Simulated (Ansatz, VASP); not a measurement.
**One calculation of SiC16, two programs**

```
CELL_PARAMETERS angstrom
4.92987 0.00000 0.00000
0.00000 4.42243 0.00000
0.00000 0.00000 22.69375
ATOMIC_POSITIONS crystal
C 0.25000 0.41553 0.17626
C 0.75000 0.41553 0.17626
C 0.00000 0.51956 0.20018
C 0.50000 0.51956 0.20018
C 0.00000 0.72722 0.24809
C 0.50000 0.72722 0.24809
C 0.25000 0.83125 0.27201
C 0.75000 0.83125 0.27201
C 0.25000 0.04421 0.31987
C 0.75000 0.04421 0.31987
C 0.00000 0.15008 0.34260
C 0.50000 0.15008 0.34260
C 0.00000 0.37798 0.39006
C 0.50000 0.37798 0.39006
C 0.25000 0.47642 0.40953
C 0.75000 0.47642 0.40953
Si 0.25000 0.14309 0.55935
```

Alike in both runs: task single point; functional PBE; dispersion D3(BJ); k mesh 6 × 6 × 1; occupations gaussian, width 0.05 eV; collinear spin.

```csv
,VASP,Ansatz
version,VASP 6.6.1,Ansatz 0.2.0
potentials or method,"VASP PAW PBE potentials, release 64 (C, Si), cutoff 520 eV","scalar-relativistic, plane waves, PAW"
valence electrons in the cell,68,68
```

```tsv
	VASP	Ansatz	Ansatz less VASP
gap on the k mesh at the Fermi level (eV)	none	none	-
rms of the force components (eV/Å)	0.787	0.891	+0.1036
net moment per atom (μB)	0.09	0.12	+0.030
size of the moment on the site where the two differ most (μB)	0.51	1.28	+0.774
work function, face that differs most (eV)	6.26	5.16	-1.098
```

Site moments also hang on the region over which each program counts them. Atom by atom the forces differ by 0.147 eV/Å (rms over components). A gap of «none» marks a metal or a gap that the smearing closes.
